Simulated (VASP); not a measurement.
NiSb:

```
Ni Sb
1.0
     3.97566    0.00000    0.00000
    -1.98783    3.44302    0.00000
     0.00000    0.00000    5.15685
Ni Sb
2 2
Direct
  0.00000 0.00000 0.00000
  0.00000 0.00000 0.50000
  0.33333 0.66667 0.25000
  0.66667 0.33333 0.75000
```

```yaml
Program: VASP 6.6.1
Task: relaxation of cell and atoms
Functional: LDA
Potentials_or_basis: VASP PAW LDA potentials, release 64 (Ni, Sb)
Cutoff: 600 eV
k_mesh: 12 × 12 × 8
Occupations: gaussian, width 0.1 eV
Spin: no spin polarisation
```

At the start: pressure -8.6 GPa; volume 17.65 Å³/atom.

How do energy, volume and symmetry change on relaxing?

Over 7 steps the energy falls by 35.9 meV/atom and the volume is 16.40 Å³/atom (-7.1 %); space group P6_3/mmc (No. 194, to 0.05 Å).

The path:
| step | energy change (eV) | largest force (eV/Å) | pressure (GPa) | volume (Å³) |
| --- | --- | --- | --- | --- |
| 1 | 0.0000 | 0.0000 | -8.57 | 70.59 |
| 2 | -0.0057 | 0.0000 | 11.09 | 61.38 |
| 3 | -0.1436 | 0.0000 | -0.10 | 65.67 |
| 4 | -0.1436 | 0.0000 | 0.10 | 65.57 |
| 5 | -0.1436 | 0.0000 | -0.11 | 65.67 |
| 6 | -0.1436 | 0.0000 | -0.06 | 65.62 |
| 7 | -0.1436 | 0.0000 | 0.02 | 65.60 |

Final structure:
```
Ni Sb
1.0
     3.87954    0.00000    0.00000
    -1.93977    3.35978    0.00000
     0.00000    0.00000    5.03299
Ni Sb
2 2
Direct
  0.00000 0.00000 0.00000
  0.00000 0.00000 0.50000
  0.33333 0.66667 0.25000
  0.66667 0.33333 0.75000
```
